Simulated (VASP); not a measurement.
# O (C2/m) in VASP: notebook, part 2 of 2

VASP 6.6.1.

## (3) Electric field gradients, PBE

Contents of INCAR:

```
PREC     = Accurate       # precision mode
ENCUT    = 520            # plane-wave cutoff, eV
EDIFF    = 1E-8           # SCF threshold, eV
ISMEAR   = -1             # smearing method
SIGMA    = 0.01           # smearing width, eV
LREAL    = False          # projectors in reciprocal space
LASPH    = True           # aspherical terms in the spheres
NELM     = 60             # most SCF steps
ALGO     = Normal         # electronic algorithm
ISIF     = 2              # what is computed and relaxed
LWAVE    = False          # write WAVECAR
LCHARG   = False          # write CHGCAR
GGA      = PE             # functional
LEFG     = True         
NBANDS   = 13             # bands
```

Contents of KPOINTS:

```
regular mesh
0
Gamma
  11 11 8
```

Contents of POSCAR:

```
O
1.0
    2.7015000000     -1.7145000000      0.0000000000
    2.7015000000      1.7145000000      0.0000000000
   -1.9649900000      0.0000000000      3.7479900000
O
2
Direct
    0.0640000000      0.0640000000      0.1530000000
    0.9360000000      0.9360000000      0.8470000000
```

Potentials or basis: VASP PAW PBE potentials, release 64 (O).

Started as:

```bash
$ cat potpaw_PBE.64/O/POTCAR > POTCAR
$ mpirun -np 1 vasp_std > vasp.out
```

OUTCAR:

```text
PREC = Accurate
   ENCUT = 520
   EDIFF = 1E-8
   ISMEAR = -1
   LREAL = False
   LASPH = True
   NELM = 60
   ISIF = 2
   GGA = PE

 ion  position               nearest neighbor table
   1  0.064  0.064  0.153-   2 1.15
   2  0.936  0.936  0.847-   1 1.15

  LATTYP: Found a base centered monoclinic cell.
 ALAT       =     5.4030000000
 B/A-ratio  =     0.6346474181
 C/A-ratio  =     0.7832421112
 COS(beta)  =    -0.4643327837

  Lattice vectors:

 A1 = (   2.7015000000,  -1.7145000000,   0.0000000000)
 A2 = (   2.7015000000,   1.7145000000,   0.0000000000)
 A3 = (  -1.9649900000,   0.0000000000,   3.7479900000)

Analysis of symmetry for initial positions (statically):
=====================================================================
 Subroutine PRICEL returns:
 Original cell was already a primitive cell.

 Routine SETGRP: Setting up the symmetry group for a
 base centered monoclinic supercell.

 Subroutine GETGRP returns: Found  4 space group operations
 (whereof  4 operations were pure point group operations)
 out of a pool of  4 trial point group operations.

The static configuration has the point symmetry C_2h.

Analysis of symmetry for dynamics (positions and initial velocities):
=====================================================================
 Subroutine PRICEL returns:
 Original cell was already a primitive cell.

 Routine SETGRP: Setting up the symmetry group for a
 base centered monoclinic supercell.

 Subroutine GETGRP returns: Found  4 space group operations
 (whereof  4 operations were pure point group operations)
 out of a pool of  4 trial point group operations.

The dynamic configuration has the point symmetry C_2h.

[... 163 lines left out ...]
     10      11.0579      0.00000
     11      14.0666      0.00000
     12      15.7911      0.00000
     13      17.2368      0.00000
[... 354 lines left out ...]
  band No.  band energies     occupation
      1     -30.1150      2.00000
      2     -15.1847      2.00000
      3      -9.8990      2.00000
      4      -9.1839      2.00000
      5      -9.1691      2.00000
      6      -1.4752      2.00000
      7      -1.2737      0.00542
      8       6.3059      0.00000
      9      10.4704      0.00000
     10      12.5410      0.00000
     11      12.5640      0.00000
     12      14.0889      0.00000
     13      15.1709      0.00000

 [... further k-points ...]
[... 5 lines left out ...]
  --------------------------------------------------------------------------------------
  -------------------------------------------------------------------------------------
  Total       -1.1093565     -0.8154853      9.0953083      0.0000000      0.0000000      0.4748360
  in kB      -51.1930276    -37.6318717    419.7175465      0.0000000      0.0000000     21.9120651
  external PRESSURE =     110.2975491 kB  Pullay stress =       0.0000000 kB

 VOLUME and BASIS-vectors are now :
 -----------------------------------------------------------------------------
  energy-cutoff  :      520.00
  volume of cell :       34.72
      direct lattice vectors                 reciprocal lattice vectors
     2.701500000 -1.714500000  0.000000000     0.185082362 -0.291630213  0.097034675
     2.701500000  1.714500000  0.000000000     0.185082362  0.291630213  0.097034675
    -1.964990000  0.000000000  3.747990000     0.000000000  0.000000000  0.266809677

 POSITION                                       TOTAL-FORCE (eV/Angst)
 -----------------------------------------------------------------------------------
      0.04515      0.00000      0.57344         0.407601      0.000000      7.988848
      3.39286      0.00000      3.17455        -0.407601      0.000000     -7.988848
 -----------------------------------------------------------------------------------
    total drift:                               -0.000000     -0.000000      0.000000

  FREE ENERGIE OF THE ION-ELECTRON SYSTEM (eV)
  ---------------------------------------------------
  free  energy   TOTEN  =        -8.8824965036 eV

  energy  without entropy=       -8.8810924296  energy(sigma->0) =       -8.88179447

 Electric field gradients (V/A^2)
---------------------------------------------------------------------
 ion       V_xx      V_yy      V_zz      V_xy      V_xz      V_yz
---------------------------------------------------------------------
   1     -52.350   -60.869   113.219     0.000    13.146    -0.000
   2     -52.350   -60.869   113.219     0.000    13.146     0.000
---------------------------------------------------------------------

 Electric field gradients after diagonalization (V/A^2)
 (convention: |V_zz| > |V_xx| > |V_yy|)
----------------------------------------------------------------------
 ion       V_xx      V_yy      V_zz     asymmetry (V_yy - V_xx)/ V_zz
----------------------------------------------------------------------
   1     -60.869   -53.387   114.256       0.065
   2     -60.869   -53.387   114.256       0.065
----------------------------------------------------------------------

           NMR quadrupolar parameters

 Cq : quadrupolar parameter    Cq=e*Q*V_zz/h
 eta: asymmetry parameters     (V_yy - V_xx)/ V_zz
 Q  : nuclear electric quadrupole moment in mb (millibarn)
----------------------------------------------------------------------
 ion       Cq(MHz)       eta       Q (mb)
----------------------------------------------------------------------
   1       0.276       0.065       1.000
   2       0.276       0.065       1.000
----------------------------------------------------------------------
```

Wall time 87 s (1 thread of Oxide Virtual Turin-like, shared host); peak memory 0.18 GiB.

What came out:

- Free energy: -8.8825 eV
- Pressure: 11.0 GPa
- Largest force: 7.999 eV/Å
- Band gap on the k mesh: zero (bands 6 and 7 overlap by 0.60 eV)
- Largest electric field gradient by atom: O +114.3 V/Å²

Forces on the atoms (eV/Å):
```
O    0.408  0.000  7.989
O   -0.408  0.000 -7.989
```

Stress tensor (GPa, compression positive):
```
-5.12  0.00  2.19
 0.00 -3.76  0.00
 2.19  0.00 41.97
```

Electric field gradients, principal values (V/Å²):
```tsv
atom	least	middle	greatest (by size)
1 O	-53.387	-60.869	114.256
2 O	-53.387	-60.869	114.256
```

Caveat: the standard files for N, O and F lose accuracy on very short bonds; spin is off for a triplet molecule; the stress differs along the axes, from -5 to 42 GPa; this functional lacks dispersion, which holds the molecules together, so the pressure and a relaxed volume are unreliable; without QUAD_EFG the Cq values of the log hold for a quadrupole moment of 1 mb, not for the nuclei; forces of over 1 eV/Å act on the atoms, so gaps and moduli don't describe the material at rest.

## (4) Electric field gradients, RPBE

Contents of INCAR:

```
SYSTEM = O
  PREC = Accurate
  ENCUT = 520
  EDIFF = 1E-8
  ISMEAR = -1
  SIGMA = 0.01
  LREAL = .False.
  LASPH = .True.
  NELM = 80
  ALGO = Normal
  ISIF = 2
  LWAVE = .False.
  LCHARG = .False.
  GGA = RP
  LEFG = .True.
  NBANDS = 13
```

Contents of KPOINTS:

```
Automatic mesh
0
Gamma
  11 11 8
  0 0 0
```

POSCAR is that of step 3.

Potentials or basis: VASP PAW PBE potentials, release 64 (O).

Started as:

```bash
$ cat potpaw_PBE.64/O/POTCAR > POTCAR
$ mpirun -np 1 vasp_std > vasp.out
```

OUTCAR:

```text
SYSTEM = O
   PREC = Accurate
   ENCUT = 520
   EDIFF = 1E-8
   ISMEAR = -1
   LREAL = .False.
   LASPH = .True.
   NELM = 80
   ISIF = 2
   GGA = RP

 ion  position               nearest neighbor table
   1  0.064  0.064  0.153-   2 1.15
   2  0.936  0.936  0.847-   1 1.15

  LATTYP: Found a base centered monoclinic cell.
 ALAT       =     5.4030000000
 B/A-ratio  =     0.6346474181
 C/A-ratio  =     0.7832421112
 COS(beta)  =    -0.4643327837

  Lattice vectors:

 A1 = (   2.7015000000,  -1.7145000000,   0.0000000000)
 A2 = (   2.7015000000,   1.7145000000,   0.0000000000)
 A3 = (  -1.9649900000,   0.0000000000,   3.7479900000)

Analysis of symmetry for initial positions (statically):
=====================================================================
 Subroutine PRICEL returns:
 Original cell was already a primitive cell.

 Routine SETGRP: Setting up the symmetry group for a
 base centered monoclinic supercell.

 Subroutine GETGRP returns: Found  4 space group operations
 (whereof  4 operations were pure point group operations)
 out of a pool of  4 trial point group operations.

The static configuration has the point symmetry C_2h.

Analysis of symmetry for dynamics (positions and initial velocities):
=====================================================================
 Subroutine PRICEL returns:
 Original cell was already a primitive cell.

 Routine SETGRP: Setting up the symmetry group for a
 base centered monoclinic supercell.

 Subroutine GETGRP returns: Found  4 space group operations
 (whereof  4 operations were pure point group operations)
 out of a pool of  4 trial point group operations.

The dynamic configuration has the point symmetry C_2h.

 Subroutine INISYM returns: Found  4 space group operations
 (whereof  4 operations are pure point group operations),
 and found     1 'primitive' translations

----------------------------------------------------------------------------------------

                                     Primitive cell

  volume of cell :      34.7193

  direct lattice vectors                    reciprocal lattice vectors
     2.701500000 -1.714500000  0.000000000     0.185082362 -0.291630213  0.097034675
     2.701500000  1.714500000  0.000000000     0.185082362  0.291630213  0.097034675
    -1.964990000  0.000000000  3.747990000     0.000000000  0.000000000  0.266809677

  length of vectors
     3.199626931  3.199626931  4.231857127     0.358774845  0.358774845  0.266809677

  position of ions in fractional coordinates (direct lattice)
     0.064000000  0.064000000  0.153000000
     0.936000000  0.936000000  0.847000000

  ion indices of the primitive-cell ions
   primitive index   ion index
                 1           1
                 2           2

----------------------------------------------------------------------------------------

 KPOINTS: Automatic mesh

Automatic generation of k-mesh.
 Grid dimensions read from file:
 generate k-points for:   11   11    8

 Generating k-lattice:

[... 73 lines left out ...]
   NUPDOWN=      -1.0000    fix difference up-down
   EMIN   =  10.00;   EMAX   =-10.00  energy-range for DOS
   EFERMI =   0.00;   METHOD = LEGACY
   ISMEAR =    -1;   SIGMA  =   0.01  broadening in eV -4-tet -1-fermi 0-gaus
   EFERMI_NEDOS =   21; number of points for ismear=-14 and -15
   IALGO  =     38    algorithm
   IMIX   =      4    mixing-type and parameters
     AMIX     =   0.40;   BMIX     =  1.00
     AMIX_MAG =   1.60;   BMIX_MAG =  1.00
  volume/ion in A,a.u.               =      17.36       117.15
  Fermi-wavevector in a.u.,A,eV,Ry     =   1.148890  2.171086 17.958972  1.319947
  Thomas-Fermi vector in A             =   2.285562
   LORBIT       =      0    0 simple, 1 ext, 2 COOP (PROOUT), +10 PAW based schemes
   GGA     = RP    functional components
   LHFCALC =     F    Hartree Fock is set to
   AEXX    =    0.0000 exact exchange contribution
   IVDW    =     0    specifies the selected vdW correction
   LEPSILON=     F    determine dielectric tensor
   LRPA    =     F    only Hartree local field effects (RPA)
 non-spin polarized calculation
  energy-cutoff  :      520.00
  volume of cell :       34.72
 maximum number of plane-waves:       956
   NGX = 11   NGY = 11   NGZ = 15

 number of electron      12.0000004 magnetization

 Free energy of the ion-electron system (eV)
  ---------------------------------------------------
  ext. energy  EPLUGINS =         0.00000000
  ---------------------------------------------------
  free energy    TOTEN  =        -8.47500547 eV

  energy without entropy =       -8.47355492  energy(sigma->0) =       -8.47428020

 E-fermi :  -1.1678     XC(G=0):  -6.9928

 val. band max:       -1.1680551536   @ k =  -0.3636  -0.3636   0.2500
 cond. band min:      -1.1666550027   @ k =  -0.3636   0.1818   0.1250
 fundamental gap:      0.0014001509
 Fermi energy:        -1.1677946504

 k-point     1 :       0.0000    0.0000    0.0000
  band No.  band energies     occupation
      1     -30.0756      2.00000
      2     -15.1882      2.00000
      3      -9.7636      2.00000
      4      -8.8699      2.00000
      5      -8.7970      2.00000
      6      -0.9737      0.00000
      7      -0.8472      0.00000
      8       5.1704      0.00000
      9      11.3138      0.00000
     10      11.5429      0.00000
     11      14.4693      0.00000
     12      16.2076      0.00000
     13      17.6166      0.00000
[... 354 lines left out ...]
  band No.  band energies     occupation
      1     -30.0238      2.00000
      2     -15.1596      2.00000
      3      -9.7296      2.00000
      4      -9.0272      2.00000
      5      -9.0233      2.00000
      6      -1.3069      2.00000
      7      -1.1094      0.00581
      8       6.7564      0.00000
      9      10.7520      0.00000
     10      13.0204      0.00000
     11      13.0281      0.00000
     12      14.5476      0.00000
     13      15.5908      0.00000

 [... further k-points ...]
[... 5 lines left out ...]
  --------------------------------------------------------------------------------------
  -------------------------------------------------------------------------------------
  Total       -0.7916419     -0.5308406      9.8142344      0.0000000      0.0000000      0.5110356
  in kB      -36.5315808    -24.4964881    452.8935435      0.0000000      0.0000000     23.5825535
  external PRESSURE =     130.6218249 kB  Pullay stress =       0.0000000 kB

 VOLUME and BASIS-vectors are now :
 -----------------------------------------------------------------------------
  energy-cutoff  :      520.00
  volume of cell :       34.72
      direct lattice vectors                 reciprocal lattice vectors
     2.701500000 -1.714500000  0.000000000     0.185082362 -0.291630213  0.097034675
     2.701500000  1.714500000  0.000000000     0.185082362  0.291630213  0.097034675
    -1.964990000  0.000000000  3.747990000     0.000000000  0.000000000  0.266809677

 POSITION                                       TOTAL-FORCE (eV/Angst)
 -----------------------------------------------------------------------------------
      0.04515      0.00000      0.57344         0.440317      0.000000      8.402828
      3.39286      0.00000      3.17455        -0.440317      0.000000     -8.402828
 -----------------------------------------------------------------------------------
    total drift:                               -0.000000     -0.000000      0.000000

  FREE ENERGIE OF THE ION-ELECTRON SYSTEM (eV)
  ---------------------------------------------------
  free  energy   TOTEN  =        -8.4750054728 eV

  energy  without entropy=       -8.4735549229  energy(sigma->0) =       -8.47428020

 Electric field gradients (V/A^2)
---------------------------------------------------------------------
 ion       V_xx      V_yy      V_zz      V_xy      V_xz      V_yz
---------------------------------------------------------------------
   1     -52.718   -61.386   114.104     0.000    13.271    -0.000
   2     -52.718   -61.386   114.104    -0.000    13.271     0.000
---------------------------------------------------------------------

 Electric field gradients after diagonalization (V/A^2)
 (convention: |V_zz| > |V_xx| > |V_yy|)
----------------------------------------------------------------------
 ion       V_xx      V_yy      V_zz     asymmetry (V_yy - V_xx)/ V_zz
----------------------------------------------------------------------
   1     -61.386   -53.767   115.153       0.066
   2     -61.386   -53.767   115.153       0.066
----------------------------------------------------------------------

           NMR quadrupolar parameters

 Cq : quadrupolar parameter    Cq=e*Q*V_zz/h
 eta: asymmetry parameters     (V_yy - V_xx)/ V_zz
 Q  : nuclear electric quadrupole moment in mb (millibarn)
----------------------------------------------------------------------
 ion       Cq(MHz)       eta       Q (mb)
----------------------------------------------------------------------
   1       0.278       0.066       1.000
   2       0.278       0.066       1.000
----------------------------------------------------------------------
```

stdout:

```text
POSCAR found type information on POSCAR O
 POSCAR found :  1 types and       2 ions
 scaLAPACK will be used
 -----------------------------------------------------------------------------
|                                                                             |
|                                                                             |
|     You enforced a specific xc type in the INCAR file but a different       |
|     I HOPE YOU KNOW WHAT YOU ARE DOING!                                     |
|                                                                             |
 -----------------------------------------------------------------------------

 LDA part: xc-table for (Slater+PW92), standard interpolation
 POSCAR, INCAR and KPOINTS ok, starting setup
 FFT: planning ... GRIDC
 FFT: planning ... GRID_SOFT
 FFT: planning ... GRID
 WAVECAR not read
 entering main loop
ion   1

ion   2
```

It took 1.9 min on 1 thread of Oxide Virtual Turin-like, shared host; peak memory 0.17 GiB.

What came out:

| Property | Result |
| --- | --- |
| Free energy | -8.4750 eV |
| Pressure | 13.1 GPa |
| Largest force | 8.414 eV/Å |
| Band gap on the k mesh | zero (bands 6 and 7 overlap by 0.58 eV) |
| Largest electric field gradient by atom | O +115.2 V/Å² |

Forces on the atoms (eV/Å):
```
O    0.440  0.000  8.403
O   -0.440  0.000 -8.403
```

Electric field gradients, principal values (V/Å²):
```tsv
atom	least	middle	greatest (by size)
1 O	-53.767	-61.386	115.153
2 O	-53.767	-61.386	115.153
```

Caveat: the standard files for N, O and F lose accuracy on very short bonds; spin is off for a triplet molecule; the stress differs along the axes, from -4 to 45 GPa; this functional lacks dispersion, which holds the molecules together, so the pressure and a relaxed volume are unreliable; without QUAD_EFG the Cq values of the log hold for a quadrupole moment of 1 mb, not for the nuclei; the PAW data sets were made with another functional, which shifts forces and pressure a little.
